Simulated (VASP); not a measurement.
A run of VASP 6.6.1 is set up as follows.

The input INCAR:

```
SYSTEM = Ga4Sb3As
  ALGO = Normal
  EDIFF = 1E-6
  ENCUT = 520
  GGA = PE
  ISIF = 2
  ISMEAR = -1
  LASPH = .True.
  LCHARG = .True.
  LELF = .True.
  LREAL = .False.
  LVHAR = .True.
  LWAVE = .False.
  NBANDS = 46
  NELM = 60
  PREC = Accurate
  SIGMA = 0.15
```

File KPOINTS:

```
k-points
0
Gamma
  10 10 4
  0 0 0
```

The input POSCAR:

```
Ga4Sb3As
1.0
    4.3154913875      0.0000000000      0.0000000000
    0.0000000000      4.3154913875      0.0000000000
    0.0000000000      0.0000000000     12.1980429967
Ga Sb As
4 3 1
Direct
    0.5000000000      0.0000000000      0.6293583156
    0.0000000000      0.5000000000      0.8875808133
    0.5000000000      0.0000000000      0.1124191867
    0.0000000000      0.5000000000      0.3706416844
    0.5000000000      0.5000000000      0.2417376065
    0.0000000000      0.0000000000      0.5000000000
    0.5000000000      0.5000000000      0.7582623935
    0.0000000000      0.0000000000      0.0000000000
```

Potentials or basis: VASP PAW PBE potentials, release 64 (Ga_d, Sb, As).

Run with:

```console
$ cat potpaw_PBE.64/Ga_d/POTCAR potpaw_PBE.64/Sb/POTCAR potpaw_PBE.64/As/POTCAR > POTCAR
$ mpirun -np 1 vasp_std > vasp.out
```

What does it give for the largest force?

0.005 eV/Å.

Predict the band gap on the k mesh.

zero (filled and empty bands touch).

What does it give for the pressure?

0.1 GPa.

Forces in eV/Å, atoms in the order of the input:
```
Ga   0.000  0.000  0.001
Ga   0.000  0.000 -0.005
Ga   0.000  0.000  0.005
Ga   0.000  0.000 -0.001
Sb   0.000  0.000  0.000
Sb   0.000  0.000  0.000
Sb   0.000  0.000  0.000
As   0.000  0.000  0.000
```

Caveat: semilocal functionals underestimate gaps, so a narrow gap can read as zero; spin-orbit coupling is left out, which moves the levels of the heavy elements.
